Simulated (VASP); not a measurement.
# Ni (Fm-3m) in VASP: notebook

Ni is run at these levels: PBEsol; tasks: single point.

Program: VASP 6.6.1. These are calculated values, not measurements. Logs are shortened: lines on timing, memory, paths and dates and some standing lists are left out, and cuts for length are marked.

## (1) The cell of the first run

Symmetry: Fm-3m, No. 225, cubic system. Conventional cell: a = 3.683 Å, b = 3.683 Å, c = 3.683 Å, α = 90.00°, β = 90.00°, γ = 90.00°. Ni (site symmetry m-3m) has 12 Ni at 2.60 Å within 3.4 Å.

## (2) Single point, PBEsol, collinear spin, ferromagnetic start

Input file INCAR:

```
SYSTEM = Ni
PREC     = Accurate       ! precision mode
ENCUT    = 520            ! plane-wave cutoff, eV
EDIFF    = 1E-6           ! SCF threshold, eV
ISMEAR   = 0              ! smearing method
SIGMA    = 0.1            ! smearing width, eV
LREAL    = .FALSE.        ! projectors in reciprocal space
LASPH    = .TRUE.         ! aspherical terms in the spheres
NELM     = 150            ! most SCF steps
ALGO     = Normal         ! electronic algorithm
ISIF     = 2              ! what is computed and relaxed
LWAVE    = .FALSE.        ! write WAVECAR
LCHARG   = .FALSE.        ! write CHGCAR
ISPIN    = 2              ! spin polarisation
MAGMOM   = 2              ! initial moments
LORBIT   = 11             ! projections on sites
LMAXMIX  = 4              ! l up to which the mixer works
GGA      = PS             ! functional
NBANDS   = 15             ! bands
```

Input file KPOINTS:

```
regular mesh
0
G
  8 8 8
  0 0 0
```

Input file POSCAR:

```
Ni
1.0
    0.0000000000      1.8413208767      1.8413208767
    1.8413208767      0.0000000000      1.8413208767
    1.8413208767      1.8413208767      0.0000000000
Ni
1
Direct
    0.0000000000      0.0000000000      0.0000000000
```

Potentials or basis: VASP PAW PBE potentials, release 64 (Ni).

On the command line:

```console
$ cat potpaw_PBE.64/Ni/POTCAR > POTCAR
$ mpirun -np 1 vasp_std > vasp.out
```

OUTCAR:

```text
SYSTEM = Ni
   PREC = Accurate
   ENCUT = 520
   EDIFF = 1E-6
   ISMEAR = 0
   LREAL = .FALSE.
   LASPH = .TRUE.
   NELM = 150
   ISIF = 2
   ISPIN = 2
   LORBIT = 11
   GGA = PS

 ion  position               nearest neighbor table
   1  0.000  0.000  0.000-

  LATTYP: Found a face centered cubic cell.
 ALAT       =     3.6826417534

  Lattice vectors:

 A1 = (   0.0000000000,   1.8413208767,   1.8413208767)
 A2 = (   1.8413208767,   0.0000000000,   1.8413208767)
 A3 = (   1.8413208767,   1.8413208767,   0.0000000000)

Analysis of symmetry for initial positions (statically):
=====================================================================
 Subroutine PRICEL returns:
 Original cell was already a primitive cell.

 Routine SETGRP: Setting up the symmetry group for a
 face centered cubic supercell.

 Subroutine GETGRP returns: Found 48 space group operations
 (whereof 48 operations were pure point group operations)
 out of a pool of 48 trial point group operations.

The static configuration has the point symmetry O_h .

Analysis of symmetry for dynamics (positions and initial velocities):
=====================================================================
 Subroutine PRICEL returns:
 Original cell was already a primitive cell.

 Routine SETGRP: Setting up the symmetry group for a
 face centered cubic supercell.

 Subroutine GETGRP returns: Found 48 space group operations
 (whereof 48 operations were pure point group operations)
 out of a pool of 48 trial point group operations.

The dynamic configuration has the point symmetry O_h .

Analysis of structural, dynamic, and magnetic symmetry:
=====================================================================
 Subroutine PRICEL returns:
 Original cell was already a primitive cell.

 Routine SETGRP: Setting up the symmetry group for a
 face centered cubic supercell.

 Subroutine GETGRP returns: Found 48 space group operations
 (whereof 48 operations were pure point group operations)
 out of a pool of 48 trial point group operations.

The overall configuration has the point symmetry O_h .

 Subroutine INISYM returns: Found 48 space group operations
 (whereof 48 operations are pure point group operations),
 and found     1 'primitive' translations

----------------------------------------------------------------------------------------

                                     Primitive cell

  volume of cell :      12.4859

  direct lattice vectors                    reciprocal lattice vectors
     0.000000000  1.841320877  1.841320877    -0.271544198  0.271544198  0.271544198
     1.841320877  0.000000000  1.841320877     0.271544198 -0.271544198  0.271544198
     1.841320877  1.841320877  0.000000000     0.271544198  0.271544198 -0.271544198

  length of vectors
     2.604020957  2.604020957  2.604020957     0.470328347  0.470328347  0.470328347

  position of ions in fractional coordinates (direct lattice)
     0.000000000  0.000000000  0.000000000

  ion indices of the primitive-cell ions
   primitive index   ion index
                 1           1

----------------------------------------------------------------------------------------

 KPOINTS: regular mesh

Automatic generation of k-mesh.
 Grid dimensions read from file:
 generate k-points for:    8    8    8

 Generating k-lattice:

  Cartesian coordinates                     Fractional coordinates (reciprocal lattice)
    -0.033943025  0.033943025  0.033943025     0.125000000  0.000000000  0.000000000
     0.033943025 -0.033943025  0.033943025     0.000000000  0.125000000  0.000000000
     0.033943025  0.033943025 -0.033943025     0.000000000  0.000000000  0.125000000

  Length of vectors
     0.058791043  0.058791043  0.058791043

  Shift w.r.t. Gamma in fractional coordinates (k-lattice)
     0.000000000  0.000000000  0.000000000

 Subroutine IBZKPT returns following result:
 ===========================================

 Found     29 irreducible k-points:

 Following reciprocal coordinates:
            Coordinates               Weight
  0.000000  0.000000  0.000000      1.000000
  0.125000  0.000000  0.000000      8.000000
  0.250000  0.000000  0.000000      8.000000
  0.375000  0.000000  0.000000      8.000000
  0.500000  0.000000  0.000000      4.000000
  0.125000  0.125000  0.000000      6.000000
[... 16 lines left out ...]
  0.500000  0.250000  0.125000     48.000000
 -0.375000  0.250000  0.125000     24.000000
 [... further k-points ...]
   k-points           NKPTS =     29   k-points in BZ     NKDIM =     29   number of bands    NBANDS=     15
   number of dos      NEDOS =    301   number of ions     NIONS =      1
   total plane-waves  NPLWV =   8000
   dimension x,y,z NGX =    20 NGY =   20 NGZ =   20
   dimension x,y,z NGXF=    40 NGYF=   40 NGZF=   40
   ions per type =               1
   NGX,Y,Z   is equivalent  to a cutoff of  12.77, 12.77, 12.77 a.u.
   NGXF,Y,Z  is equivalent  to a cutoff of  25.54, 25.54, 25.54 a.u.
 SYSTEM =  Ni
   PREC   = accura    normal or accurate (medium, high low for compatibility)
   ISTART =      0    job   : 0-new  1-cont  2-samecut
   ICHARG =      2    charge: 1-file 2-atom 10-const
   ISPIN  =      2    spin polarized calculation?
   LNONCOLLINEAR =      F non collinear calculations
   LSORBIT =      F    spin-orbit coupling
   LASPH  =      T    aspherical Exc in radial PAW
   ENCUT  =  520.0 eV  38.22 Ry    6.18 a.u.   4.84  4.84  4.84*2*pi/ulx,y,z
   NELM   =    150;   NELMIN=  2; NELMDL= -5     # of ELM steps
   EDIFF  = 0.1E-05   stopping-criterion for ELM
   LREAL  =      F    real-space projection
   EDIFFG = 0.1E-04   stopping-criterion for IOM
   NSW    =      0    number of steps for IOM
   IBRION =     -1    ionic relax: 0-MD 1-quasi-New 2-CG
   NFREE  =      0    steps in history (QN), initial steepest desc. (CG)
   ISIF   =      2    stress and relaxation
   ISYM   =      2    0-nonsym 1-usesym 2-fastsym
   POTIM  = 0.5000    time-step for ionic-motion
   TEBEG  =    0.0;   TEEND  =   0.0 temperature during run
   PSTRESS=    0.0 pullay stress
   NELECT =      10.0000    total number of electrons
   NUPDOWN=      -1.0000    fix difference up-down
   EMIN   =  10.00;   EMAX   =-10.00  energy-range for DOS
   EFERMI =   0.00;   METHOD = LEGACY
   ISMEAR =     0;   SIGMA  =   0.10  broadening in eV -4-tet -1-fermi 0-gaus
   EFERMI_NEDOS =   21; number of points for ismear=-14 and -15
   IALGO  =     38    algorithm
   IMIX   =      4    mixing-type and parameters
     AMIX     =   0.40;   BMIX     =  1.00
     AMIX_MAG =   1.60;   BMIX_MAG =  1.00
  volume/ion in A,a.u.               =      12.49        84.26
  Fermi-wavevector in a.u.,A,eV,Ry     =   1.520321  2.872991 31.448188  2.311377
  Thomas-Fermi vector in A             =   2.629188
   LORBIT       =     11    0 simple, 1 ext, 2 COOP (PROOUT), +10 PAW based schemes
   GGA     = PS    functional components
   LHFCALC =     F    Hartree Fock is set to
   AEXX    =    0.0000 exact exchange contribution
   IVDW    =     0    specifies the selected vdW correction
   LEPSILON=     F    determine dielectric tensor
   LRPA    =     F    only Hartree local field effects (RPA)
 spin polarized calculation
 Gauss-broadening in eV      SIGMA  =   0.10
  energy-cutoff  :      520.00
  volume of cell :       12.49
 maximum number of plane-waves:       346
   NGX =  9   NGY =  9   NGZ =  9

 number of electron      10.0000010 magnetization       0.6979386

 Free energy of the ion-electron system (eV)
  ---------------------------------------------------
  ext. energy  EPLUGINS =         0.00000000
  ---------------------------------------------------
  free energy    TOTEN  =        -5.93050589 eV

  energy without entropy =       -5.91872652  energy(sigma->0) =       -5.92461621

 E-fermi :   7.3872     XC(G=0): -12.6394

 val. band max:        7.3849609615   @ k =   0.3750   0.3750   0.0000
 cond. band min:       7.3891129505   @ k =  -0.2500   0.3750   0.1250
 fundamental gap:      0.0041519890
 Fermi energy:         7.3872494560

 spin component 1

 k-point     1 :       0.0000    0.0000    0.0000
  band No.  band energies     occupation
      1      -0.7574      1.00000
      2       5.2185      1.00000
      3       5.2185      1.00000
      4       5.2185      1.00000
      5       6.1858      1.00000
      6       6.1858      1.00000
      7      29.8998      0.00000
      8      32.6839      0.00000
      9      32.6839      0.00000
     10      32.6839      0.00000
     11      35.2719      0.00000
     12      35.2719      0.00000
     13      35.2719      0.00000
     14      38.5363      0.00000
     15      43.4128      0.00000

 k-point     2 :       0.1250    0.0000    0.0000
  band No.  band energies     occupation
      1      -0.2115      1.00000
      2       5.1067      1.00000
      3       5.3167      1.00000
      4       5.3167      1.00000
      5       6.1531      1.00000
      6       6.1531      1.00000
      7      26.5030      0.00000
      8      30.5817      0.00000
      9      31.5941      0.00000
     10      31.5941      0.00000
     11      36.7920      0.00000
     12      36.9891      0.00000
     13      36.9891      0.00000
     14      40.2647      0.00000
     15      40.2647      0.00000
[... 365 lines left out ...]
      3       4.9849      1.00000
      4       5.8556      1.00000
      5       6.4599      1.00000
      6       8.2090      0.00000
      7      16.1275      0.00000
      8      21.3779      0.00000
      9      24.2022      0.00000
     10      31.3652      0.00000
     11      34.8296      0.00000
     12      38.5473      0.00000
     13      41.7838      0.00000
     14      46.0527      0.00000
     15      48.7381      0.00000

 k-point    24 :      -0.3750    0.2500    0.1250
  band No.  band energies     occupation
      1       3.9447      1.00000
      2       4.7160      1.00000
      3       5.1724      1.00000
      4       5.7573      1.00000
      5       6.6344      1.00000
      6      10.3861      0.00000
      7      12.5458      0.00000
      8      22.0544      0.00000
      9      22.4844      0.00000
     10      31.0486      0.00000
     11      34.7744      0.00000
     12      41.8524      0.00000
     13      43.5800      0.00000
     14      44.1506      0.00000
     15      45.8113      0.00000

 [... further k-points ...]

 spin component 2

 k-point     1 :       0.0000    0.0000    0.0000
  band No.  band energies     occupation
      1      -0.7748      1.00000
      2       6.0169      1.00000
      3       6.0169      1.00000
      4       6.0169      1.00000
      5       6.8637      1.00000
      6       6.8637      1.00000
      7      29.7649      0.00000
      8      32.7025      0.00000
      9      32.7025      0.00000
     10      32.7025      0.00000
     11      35.3870      0.00000
     12      35.3870      0.00000
     13      35.3870      0.00000
     14      38.4226      0.00000
     15      43.5682      0.00000

 k-point     2 :       0.1250    0.0000    0.0000
  band No.  band energies     occupation
      1      -0.2277      1.00000
      2       5.8856      1.00000
      3       6.1171      1.00000
      4       6.1171      1.00000
      5       6.8312      1.00000
      6       6.8312      1.00000
      7      26.5675      0.00000
      8      30.4936      0.00000
      9      31.6689      0.00000
     10      31.6689      0.00000
     11      36.7420      0.00000
     12      37.0159      0.00000
     13      37.0159      0.00000
     14      40.4258      0.00000
     15      40.4258      0.00000
[... 365 lines left out ...]
      3       5.6511      1.00000
      4       6.5555      1.00000
      5       7.2657      0.95725
      6       8.7684      0.00000
      7      16.3307      0.00000
      8      21.4861      0.00000
      9      24.2942      0.00000
     10      31.3981      0.00000
     11      34.8637      0.00000
     12      38.6293      0.00000
     13      41.7679      0.00000
     14      46.1337      0.00000
     15      48.9048      0.00000

 k-point    24 :      -0.3750    0.2500    0.1250
  band No.  band energies     occupation
      1       4.4924      1.00000
      2       5.2063      1.00000
      3       5.8214      1.00000
      4       6.4475      1.00000
      5       7.4706      0.11923
      6      10.6521      0.00000
      7      12.8990      0.00000
      8      22.1404      0.00000
      9      22.6034      0.00000
     10      31.0631      0.00000
     11      34.8313      0.00000
     12      41.8258      0.00000
     13      43.6463      0.00000
     14      44.2367      0.00000
     15      45.9639      0.00000

 [... further k-points ...]
[... 5 lines left out ...]
  --------------------------------------------------------------------------------------
  -------------------------------------------------------------------------------------
  Total       -2.0612944     -2.0612944     -2.0612944      0.0000000      0.0000000      0.0000000
  in kB     -264.5039616   -264.5039616   -264.5039616      0.0000000      0.0000000      0.0000000
  external PRESSURE =    -264.5039616 kB  Pullay stress =       0.0000000 kB

 VOLUME and BASIS-vectors are now :
 -----------------------------------------------------------------------------
  energy-cutoff  :      520.00
  volume of cell :       12.49
      direct lattice vectors                 reciprocal lattice vectors
     0.000000000  1.841320877  1.841320877    -0.271544198  0.271544198  0.271544198
     1.841320877  0.000000000  1.841320877     0.271544198 -0.271544198  0.271544198
     1.841320877  1.841320877  0.000000000     0.271544198  0.271544198 -0.271544198

 POSITION                                       TOTAL-FORCE (eV/Angst)
 -----------------------------------------------------------------------------------
      0.00000      0.00000      0.00000         0.000000      0.000000      0.000000
 -----------------------------------------------------------------------------------
    total drift:                               -0.000000     -0.000000     -0.000000

  FREE ENERGIE OF THE ION-ELECTRON SYSTEM (eV)
  ---------------------------------------------------
  free  energy   TOTEN  =        -5.9305058906 eV

  energy  without entropy=       -5.9187265236  energy(sigma->0) =       -5.92461621

 total charge

# of ion       s       p       d       tot
------------------------------------------
    1        0.447   0.395   8.255   9.097

 magnetization (x)

# of ion       s       p       d       tot
------------------------------------------
    1       -0.005  -0.022   0.745   0.718
```

It took 30 s on 1 thread of AMD EPYC 7R13, shared host; peak memory 0.1 GiB.

Results:

```
Free energy                                           : -5.9305 eV
Pressure                                              : -26.5 GPa
Net moment                                            : 0.70 μB per cell
Site moments                                          : Ni +0.72 μB
Valence electrons inside the program's atomic spheres : Ni 9.10
```

Levels at points of the mesh, in eV from the Fermi level:
Spin up:
| k point | band 2 | band 3 | band 4 | band 5 | band 6 | band 7 | band 8 | band 9 |
| --- | --- | --- | --- | --- | --- | --- | --- | --- |
| (0.00, 0.00, 0.00) | -2.17 | -2.17 | -2.17 | -1.20 | -1.20 | 22.51 | 25.30 | 25.30 |
| (0.50, 0.00, 0.00) | -2.14 | -2.14 | -0.68 | -0.68 | -0.09 | 4.70 | 21.08 | 22.29 |
| (0.50, 0.50, 0.00) | -3.59 | -0.63 | -0.58 | -0.58 | 2.33 | 8.01 | 13.53 | 13.53 |
Spin down:
| k point | band 2 | band 3 | band 4 | band 5 | band 6 | band 7 | band 8 | band 9 |
| --- | --- | --- | --- | --- | --- | --- | --- | --- |
| (0.00, 0.00, 0.00) | -1.37 | -1.37 | -1.37 | -0.52 | -0.52 | 22.38 | 25.32 | 25.32 |
| (0.50, 0.00, 0.00) | -1.45 | -1.45 | -0.14 | 0.14 | 0.14 | 5.14 | 20.95 | 22.39 |
| (0.50, 0.50, 0.00) | -2.92 | 0.08 | 0.32 | 0.32 | 2.30 | 8.28 | 13.55 | 13.55 |

Caveat: the k points lie up to 0.37 Å⁻¹ apart; the PAW data sets were made with another functional, which shifts forces and pressure a little.

## (3) Single point, PBEsol, collinear spin, ferromagnetic start

This run uses another cell than the first one, of 10.41 Å³/atom, 0.834 times its volume.

Input file INCAR:

```
ALGO = Normal
EDIFF = 1E-6
ENCUT = 520
GGA = PS
ISIF = 2
ISMEAR = 0
ISPIN = 2
LASPH = T
LCHARG = F
LMAXMIX = 4
LORBIT = 11
LREAL = F
LWAVE = F
MAGMOM = 0.82
NBANDS = 15
NELM = 150
PREC = Accurate
SIGMA = 0.1
```

Input file KPOINTS:

```
k-points
0
Gamma
  10 10 10
```

Input file POSCAR:

```
Ni
1.0
    0.0000000000      1.7329992127      1.7329992127
    1.7329992127      0.0000000000      1.7329992127
    1.7329992127      1.7329992127      0.0000000000
Ni
1
Direct
    0.0000000000      0.0000000000      0.0000000000
```

Potentials or basis: VASP PAW PBE potentials, release 64 (Ni).

On the command line:

```console
$ cat potpaw_PBE.64/Ni/POTCAR > POTCAR
$ mpirun -np 1 vasp_std > vasp.out
```

It took 30 s on 1 thread of AMD EPYC 7R13, shared host; peak memory 0.1 GiB.

Results (log left out):

```yaml
Free_energy: -6.1398 eV
Pressure: -0.2 GPa
Net_moment: 0.71 μB per cell
Site_moments: Ni +0.71 μB
Valence_electrons_inside_the_program's_atomic_spheres: Ni 9.39
```

Levels at points of the mesh, in eV from the Fermi level:
Spin up:
| k point | band 1 | band 2 | band 3 | band 4 | band 5 | band 6 | band 7 | band 8 | band 9 | band 10 |
| --- | --- | --- | --- | --- | --- | --- | --- | --- | --- | --- |
| (0.00, 0.00, 0.00) | -9.39 | -2.61 | -2.61 | -2.61 | -1.36 | -1.36 | 24.05 | 28.24 | 28.24 | 28.24 |
| (0.50, 0.00, 0.00) | -5.15 | -2.60 | -2.60 | -0.65 | -0.65 | -0.45 | 5.91 | 22.53 | 25.36 | 25.36 |
| (0.50, 0.50, 0.00) | -4.98 | -4.50 | -0.60 | -0.51 | -0.51 | 2.40 | 9.55 | 15.16 | 15.16 | 20.22 |
Spin down:
```tsv
k point	band 3	band 4	band 5	band 6	band 7	band 8
(0.00, 0.00, 0.00)	-1.81	-1.81	-0.68	-0.68	23.96	28.25
(0.50, 0.00, 0.00)	-1.91	-0.46	0.18	0.18	6.39	22.44
(0.50, 0.50, 0.00)	0.11	0.42	0.42	2.41	9.87	15.21
```

Caveat: the PAW data sets were made with another functional, which shifts forces and pressure a little.
